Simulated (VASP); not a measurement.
Set up this calculation in VASP 6.6.1, as the native input.

```yaml
Task: single point
Functional: BLYP
Potentials_or_basis: VASP PAW PBE potentials, release 64 (Na_pv, Cl)
Cutoff: 500 eV
k_mesh: 2 × 2 × 2
Occupations: gaussian, width 0.1 eV
Spin: collinear spin
Starting_moments: "[0.52, 3.33] μB"
Fixed_moment: 5 μB
Dipole_correction: no
Further_INCAR_settings: ALGO = Normal; EDIFF = 1e-06; NBANDS = 18
```

The structure of NaCl lies in POSCAR:

```
NaCl
1.0
    3.5021900000      0.0000000000      0.0000000000
    0.0000000000      3.5021900000      0.0000000000
    0.0000000000      0.0000000000      3.5021900000
Na Cl
1 1
Direct
    0.0000000000      0.0000000000      0.0000000000
    0.5000000000      0.5000000000      0.5000000000
```

The input as run:

INCAR

```
PREC = Accurate ; ENCUT = 500
EDIFF = 1E-6 ; ISMEAR = 0
SIGMA = 0.1 ; LREAL = F
LASPH = T ; NELM = 200
ALGO = Normal ; ISIF = 2
LWAVE = F ; LCHARG = F
ISPIN = 2 ; MAGMOM = 0.52 3.33
LORBIT = 11 ; NUPDOWN = 5.0
GGA = B5 ; ALDAX = 1.0
AGGAX = 1.0 ; AGGAC = 1.0
ALDAC = 0.0 ; NBANDS = 18
GGA_COMPAT = F
```

KPOINTS

```
regular mesh
0
Gamma
  2 2 2
```

Potentials or basis: VASP PAW PBE potentials, release 64 (Na_pv, Cl).

Run with:

```sh
$ cat potpaw_PBE.64/Na_pv/POTCAR potpaw_PBE.64/Cl/POTCAR > POTCAR
$ mpirun -np 1 vasp_std > vasp.out
```

Results of the run:

| Item | Value |
| --- | --- |
| Pressure | 22.0 GPa |
| Net moment | 5.00 μB per cell |
| Site moments | Na +0.22; Cl +2.01 μB |
| Valence electrons inside the program's atomic spheres | Na 6.16; Cl 4.19 |

Caveat: the k points lie up to 0.90 Å⁻¹ apart; the moment is held away from its start; the PAW data sets were made with another functional, which shifts forces and pressure a little; the total moment is fixed, so each spin has its own Fermi level.

It took 10 s on 1 thread of Intel(R) Xeon(R) Platinum 8488C (Sapphire Rapids), with other jobs on the host, peak memory 0.15 GiB.
